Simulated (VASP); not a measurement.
# Ir4W (Cmmm) in VASP: relaxation of cell and atoms with PBE

Aim: the relaxation of cell and atoms of Ir4W with PBE.

Everything below comes from runs of VASP 6.6.1. Logs are shortened: lines on timing, memory, paths and dates and some standing lists are left out, and cuts for length are marked.

## (1) The cell of the first run

It takes space group Cmmm (No. 65, orthorhombic). The conventional cell has a = 4.718 Å, b = 6.332 Å, c = 5.461 Å, α = 90.00°, β = 90.00°, γ = 90.00°. Within 3.1 Å of Ir (site symmetry 2) lie 2 W at 2.33 Å and 4 Ir at 2.36 to 2.99 Å. Within 3.1 Å of W (site symmetry mmm) lie 8 Ir at 2.33 Å.

## (2) Relaxation of cell and atoms, PBE

INCAR

```
SYSTEM = Ir4W
PREC = Accurate
ENCUT = 600
EDIFF = 1E-7
ISMEAR = 0
SIGMA = 0.2
LREAL = .FALSE.
LASPH = .TRUE.
NELM = 80
ALGO = Normal
ISIF = 3
LWAVE = .FALSE.
LCHARG = .FALSE.
GGA = PE
IBRION = 2
NSW = 36
EDIFFG = -0.08
```

KPOINTS

```
regular mesh
0
G
  4 4 3
  0 0 0
```

POSCAR

```
Ir4W
1.0
    2.3587945400     -3.1658485300      0.0000000000
    2.3587945400      3.1658485300      0.0000000000
    0.0000000000      0.0000000000      5.4611324300
Ir W
4 1
Direct
    0.0000000000      0.5000000000      0.2740467000
    0.5000000000      0.0000000000      0.7259533000
    0.0000000000      0.5000000000      0.7259533000
    0.5000000000      0.0000000000      0.2740467000
    0.0000000000      0.0000000000      0.5000000000
```

Potentials or basis: VASP PAW PBE potentials, release 64 (Ir, W_sv).

Run with:

```bash
> cat potpaw_PBE.64/Ir/POTCAR potpaw_PBE.64/W_sv/POTCAR > POTCAR
> mpirun -np 1 vasp_std > vasp.out
```

OUTCAR:

```text
SYSTEM = Ir4W
   PREC = Accurate
   ENCUT = 600
   EDIFF = 1E-7
   ISMEAR = 0
   LREAL = .FALSE.
   LASPH = .TRUE.
   NELM = 80
   ISIF = 3
   GGA = PE
   IBRION = 2
   NSW = 36
   EDIFFG = -0.08

 ion  position               nearest neighbor table
   1  0.000  0.500  0.274-   5 2.33   5 2.33   4 2.36   4 2.36   3 2.47   3 2.99   4 3.17   4 3.17
                             2 3.41   2 3.41
   2  0.500  0.000  0.726-   5 2.33   5 2.33   3 2.36   3 2.36   4 2.47   4 2.99   3 3.17   3 3.17
                             1 3.41   1 3.41
   3  0.000  0.500  0.726-   5 2.33   5 2.33   2 2.36   2 2.36   1 2.47   1 2.99   2 3.17   2 3.17
                             4 3.41   4 3.41
   4  0.500  0.000  0.274-   5 2.33   5 2.33   1 2.36   1 2.36   2 2.47   2 2.99   1 3.17   1 3.17
                             3 3.41   3 3.41
   5  0.000  0.000  0.500-   1 2.33   2 2.33   3 2.33   4 2.33   1 2.33   3 2.33   2 2.33   4 2.33

  LATTYP: Found a base centered orthorhombic cell.
 ALAT       =     4.7175890800
 B/A-ratio  =     1.3421467942
 C/A-ratio  =     1.1576108765

  Lattice vectors:

 A1 = (   2.3587945400,  -3.1658485300,   0.0000000000)
 A2 = (   2.3587945400,   3.1658485300,   0.0000000000)
 A3 = (   0.0000000000,   0.0000000000,   5.4611324300)

Analysis of symmetry for initial positions (statically):
=====================================================================
 Subroutine PRICEL returns:
 Original cell was already a primitive cell.

 Routine SETGRP: Setting up the symmetry group for a
 base centered orthorhombic supercell.

 Subroutine GETGRP returns: Found  8 space group operations
 (whereof  8 operations were pure point group operations)
 out of a pool of  8 trial point group operations.

The static configuration has the point symmetry D_2h.

Analysis of symmetry for dynamics (positions and initial velocities):
=====================================================================
 Subroutine PRICEL returns:
 Original cell was already a primitive cell.

 Routine SETGRP: Setting up the symmetry group for a
 base centered orthorhombic supercell.

 Subroutine GETGRP returns: Found  8 space group operations
 (whereof  8 operations were pure point group operations)
 out of a pool of  8 trial point group operations.

The dynamic configuration has the point symmetry D_2h.

 Subroutine INISYM returns: Found  8 space group operations
 (whereof  8 operations are pure point group operations),
 and found     1 'primitive' translations

----------------------------------------------------------------------------------------

                                     Primitive cell

  volume of cell :      81.5630

  direct lattice vectors                    reciprocal lattice vectors
     2.358794540 -3.165848530  0.000000000     0.211972680 -0.157935541  0.000000000
     2.358794540  3.165848530  0.000000000     0.211972680  0.157935541  0.000000000
     0.000000000  0.000000000  5.461132430     0.000000000  0.000000000  0.183112205

  length of vectors
     3.947975253  3.947975253  5.461132430     0.264340788  0.264340788  0.183112205

  position of ions in fractional coordinates (direct lattice)
     1.000000000  0.500000000  0.274046700
     0.500000000  1.000000000  0.725953300
     1.000000000  0.500000000  0.725953300
     0.500000000  1.000000000  0.274046700
     0.000000000  0.000000000  0.500000000

  ion indices of the primitive-cell ions
   primitive index   ion index
                 1           1
                 2           2
                 3           3
                 4           4
                 5           5

----------------------------------------------------------------------------------------

 KPOINTS: regular mesh

Automatic generation of k-mesh.
 Grid dimensions read from file:
 generate k-points for:    4    4    3

 Generating k-lattice:

  Cartesian coordinates                     Fractional coordinates (reciprocal lattice)
     0.052993170 -0.039483885  0.000000000     0.250000000 -0.000000000  0.000000000
     0.052993170  0.039483885  0.000000000    -0.000000000  0.250000000  0.000000000
     0.000000000  0.000000000  0.061037402     0.000000000  0.000000000  0.333333333

  Length of vectors
     0.066085197  0.066085197  0.061037402

  Shift w.r.t. Gamma in fractional coordinates (k-lattice)
     0.000000000  0.000000000  0.000000000

 Subroutine IBZKPT returns following result:
 ===========================================

 Found     14 irreducible k-points:

 Following reciprocal coordinates:
            Coordinates               Weight
  0.000000  0.000000  0.000000      1.000000
  0.250000  0.000000  0.000000      4.000000
  0.500000  0.000000  0.000000      2.000000
  0.250000  0.250000  0.000000      2.000000
  0.500000  0.250000  0.000000      4.000000
 -0.250000  0.250000  0.000000      2.000000
  0.500000  0.500000  0.000000      1.000000
  0.000000  0.000000  0.333333      2.000000
  0.250000  0.000000  0.333333      8.000000
  0.500000  0.000000  0.333333      4.000000
  0.250000  0.250000  0.333333      4.000000
  0.500000  0.250000  0.333333      8.000000
 -0.250000  0.250000  0.333333      4.000000
  0.500000  0.500000  0.333333      2.000000
   k-points           NKPTS =     14   k-points in BZ     NKDIM =     14   number of bands    NBANDS=     30
   number of dos      NEDOS =    301   number of ions     NIONS =      5
   total plane-waves  NPLWV =  49152
   dimension x,y,z NGX =    32 NGY =   32 NGZ =   48
   dimension x,y,z NGXF=    64 NGYF=   64 NGZF=   96
   ions per type =               4   1
   NGX,Y,Z   is equivalent  to a cutoff of  13.47, 13.47, 14.61 a.u.
   NGXF,Y,Z  is equivalent  to a cutoff of  26.95, 26.95, 29.22 a.u.
 SYSTEM =  Ir4W
   PREC   = accura    normal or accurate (medium, high low for compatibility)
   ISTART =      0    job   : 0-new  1-cont  2-samecut
   ICHARG =      2    charge: 1-file 2-atom 10-const
   ISPIN  =      1    spin polarized calculation?
   LNONCOLLINEAR =      F non collinear calculations
   LSORBIT =      F    spin-orbit coupling
   LASPH  =      T    aspherical Exc in radial PAW
   ENCUT  =  600.0 eV  44.10 Ry    6.64 a.u.   7.89  7.89 10.91*2*pi/ulx,y,z
   NELM   =     80;   NELMIN=  2; NELMDL= -5     # of ELM steps
   EDIFF  = 0.1E-06   stopping-criterion for ELM
   LREAL  =      F    real-space projection
   EDIFFG = -.8E-01   stopping-criterion for IOM
   NSW    =     36    number of steps for IOM
   IBRION =      2    ionic relax: 0-MD 1-quasi-New 2-CG
   NFREE  =      1    steps in history (QN), initial steepest desc. (CG)
   ISIF   =      3    stress and relaxation
   ISYM   =      2    0-nonsym 1-usesym 2-fastsym
   POTIM  = 0.5000    time-step for ionic-motion
   TEBEG  =    0.0;   TEEND  =   0.0 temperature during run
   PSTRESS=    0.0 pullay stress
   NELECT =      50.0000    total number of electrons
   NUPDOWN=      -1.0000    fix difference up-down
   EMIN   =  10.00;   EMAX   =-10.00  energy-range for DOS
   EFERMI =   0.00;   METHOD = LEGACY
   ISMEAR =     0;   SIGMA  =   0.20  broadening in eV -4-tet -1-fermi 0-gaus
   EFERMI_NEDOS =   21; number of points for ismear=-14 and -15
   IALGO  =     38    algorithm
   IMIX   =      4    mixing-type and parameters
     AMIX     =   0.40;   BMIX     =  1.00
     AMIX_MAG =   1.60;   BMIX_MAG =  1.00
  volume/ion in A,a.u.               =      16.31       110.08
  Fermi-wavevector in a.u.,A,eV,Ry     =   1.390701  2.628044 26.314348  1.934050
  Thomas-Fermi vector in A             =   2.514611
   LORBIT       =      0    0 simple, 1 ext, 2 COOP (PROOUT), +10 PAW based schemes
   GGA     = PE    functional components
   LHFCALC =     F    Hartree Fock is set to
   AEXX    =    0.0000 exact exchange contribution
   IVDW    =     0    specifies the selected vdW correction
   LEPSILON=     F    determine dielectric tensor
   LRPA    =     F    only Hartree local field effects (RPA)
 conjugate gradient relaxation of ions
 non-spin polarized calculation
 Gauss-broadening in eV      SIGMA  =   0.20
  energy-cutoff  :      600.00
  volume of cell :       81.56
 maximum number of plane-waves:      2741
   NGX = 15   NGY = 15   NGZ = 21

--------------------------------------- Ionic step        1  -------------------------------------------

 number of electron      49.9999996 magnetization

 Free energy of the ion-electron system (eV)
  ---------------------------------------------------
  ext. energy  EPLUGINS =         0.00000000
  ---------------------------------------------------
  free energy    TOTEN  =       -37.16271332 eV

  energy without entropy =      -37.05207265  energy(sigma->0) =      -37.10739299

------------------------ aborting loop because EDIFF is reached ----------------------------------------

  FORCE on cell =-STRESS in cart. coord.  units (eV):
  Direction    XX          YY          ZZ          XY          YZ          ZX
  --------------------------------------------------------------------------------------
  -------------------------------------------------------------------------------------
  Total       59.0586445     39.5736860     35.3092131      0.0000000      0.0000000      0.0000000
  in kB     1160.1151742    777.3634841    693.5945498      0.0000000      0.0000000      0.0000000
  external PRESSURE =     877.0244027 kB  Pullay stress =       0.0000000 kB
[... 1508 lines left out ...]
     29       3.3425      0.00000
     30       4.0797      0.00000

[... ionic steps 4 to 18 ...]

--------------------------------------- Ionic step       19  -------------------------------------------

 number of electron      50.0000000 magnetization

------------------------ aborting loop because EDIFF is reached ----------------------------------------

  FORCE on cell =-STRESS in cart. coord.  units (eV):
  Direction    XX          YY          ZZ          XY          YZ          ZX
  --------------------------------------------------------------------------------------
  -------------------------------------------------------------------------------------
  Total       -0.2900885     -0.1947916      0.0722188     -0.0000000      0.0000000      0.0000000
  in kB       -5.2283692     -3.5107997      1.3016247     -0.0000000      0.0000000      0.0000000
  external PRESSURE =      -2.4791814 kB  Pullay stress =       0.0000000 kB
[... 63 lines left out ...]
  energy  without entropy=      -45.4717268089  energy(sigma->0) =      -45.53337105

--------------------------------------- Ionic step       21  -------------------------------------------

 number of electron      50.0000001 magnetization

 Free energy of the ion-electron system (eV)
  ---------------------------------------------------
  ext. energy  EPLUGINS =         0.00000000
  ---------------------------------------------------
  free energy    TOTEN  =       -45.59676986 eV

  energy without entropy =      -45.47519189  energy(sigma->0) =      -45.53598087

 E-fermi :   7.4315     XC(G=0): -12.5052

 val. band max:        7.3996161172   @ k =   0.5000   0.5000   0.0000
 cond. band min:       7.4572106929   @ k =   0.5000   0.2500   0.3333
 fundamental gap:      0.0575945757
 Fermi energy:         7.4315255380

 k-point     1 :       0.0000    0.0000    0.0000
  band No.  band energies     occupation
      1     -67.0665      2.00000
      2     -31.3362      2.00000
      3     -31.2805      2.00000
      4     -31.2779      2.00000
      5      -1.4837      2.00000
      6       0.9316      2.00000
[... 483 lines left out ...]
  FREE ENERGIE OF THE ION-ELECTRON SYSTEM (eV)
  ---------------------------------------------------
  free  energy   TOTEN  =       -45.5967698614 eV

  energy  without entropy=      -45.4751918880  energy(sigma->0) =      -45.53598087

 reached required accuracy - stopping structural energy minimisation
```

It took 8.6 min on 1 thread of AMD EPYC 9R45 (Zen 5), shared host; peak memory 0.22 GiB.

What came out:

```yaml
Free_energy: -45.5968 eV
Relaxed_volume: 17.72 Å³/atom
Relaxed_cell: a = 3.903 Å, b = 3.903 Å, c = 5.817 Å, α = 90.00°, β = 90.00°, γ = 90.20°
Space_group_after_relaxing_to_0.05_Å: P4/mmm (No. 123)
Energy_gained_by_relaxing: 1686.8 meV/atom
Ionic_steps: 21
Pressure_after_relaxing: 0.1 GPa
Largest_force_after_relaxing: 0.011 eV/Å
Band_gap_on_the_k_mesh: zero (band 25 reaches 8.54 eV, above the bottom of band 26 at 6.39 eV)
```

Forces on the atoms (eV/Å):
```
Ir   0.000  0.000 -0.011
Ir   0.000  0.000  0.011
Ir   0.000  0.000  0.011
Ir   0.000  0.000 -0.011
W    0.000  0.000  0.000
```

The path:
```
step  energy change (eV)  largest force (eV/Å)  pressure (GPa)  volume (Å³)
   1              0.0000                8.5938           87.70        81.56
   2             15.3737                0.9891          -17.91       237.21
   3              7.5184                0.1953          -27.50       179.36
   4             -0.2598                0.6498          -32.68       139.68
   5             -5.9639                0.5987          -18.28       108.09
   6             -6.2100                2.4661            7.31        95.30
   7             -6.4129                1.4978           -6.26       100.75
   8             -6.4171                1.6060           -4.77       100.05
   9             -7.2625                1.3906           -1.26        94.64
  10             -7.5165                0.0974            8.19        89.64
  11             -7.5393                0.5032            4.86        90.97
  12             -7.9269                0.6911           -0.92        91.64
  13             -7.9923                1.3340           -2.69        91.87
  14             -8.3648                0.4766           -2.76        90.21
  15             -8.3713                0.3803           -2.41        89.95
  16             -8.4194                0.0121            1.74        88.28
  17             -8.4194                0.0264            1.90        88.22
  18             -8.4293                0.1743           -0.83        89.09
  19             -8.4302                0.1438           -0.25        88.89
  20             -8.4323                0.0962           -0.13        88.80
  21             -8.4341                0.0114            0.09        88.62
```

Final structure:
```
Ir W
1.0
     2.75510   -2.76487    0.00000
     2.75510    2.76487    0.00000
     0.00000    0.00000    5.81684
Ir W
4 1
Direct
  0.00000 0.50000 0.21497
  0.50000 0.00000 0.78503
  0.00000 0.50000 0.78503
  0.50000 0.00000 0.21497
  0.00000 0.00000 0.50000
```

Caveat: the k points lie up to 0.40 Å⁻¹ apart in the final cell; spin-orbit coupling is left out, which moves the levels of the heavy elements; the relaxation stopped at a loose force limit of 0.08 eV/Å, so its end isn't a converged minimum.
